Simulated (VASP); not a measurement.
The system is CdS (Hawleyite).

```
Cd S
1.0
     0.00000    2.93921    2.93921
     2.93921    0.00000    2.93921
     2.93921    2.93921    0.00000
Cd S
1 1
Direct
  0.00000 0.00000 0.00000
  0.25000 0.25000 0.25000
```

Base run:

- Program: VASP 6.6.1
- Functional: PBE
- Potentials or basis: VASP PAW PBE potentials, release 64 (Cd, S)
- Cutoff: 520 eV
- k mesh: 6 × 6 × 6
- Occupations: gaussian, width 0.01 eV
- Spin: no spin polarisation

Its results: band gap on the k mesh 1.10 eV, direct; pressure 1.7 GPa.

**Question.** The run is repeated on the same cell with these changes: functional from PBE to r2SCAN. What comes out?

**Answer.** Band gap on the k mesh 1.54 eV, direct; pressure 0.3 GPa.

r2SCAN gives the wider gap, since meta-GGAs in the generalised Kohn-Sham scheme recover part of the derivative discontinuity.

Caveats: the PAW data sets were made with another functional, which shifts forces and pressure a little (some runs).

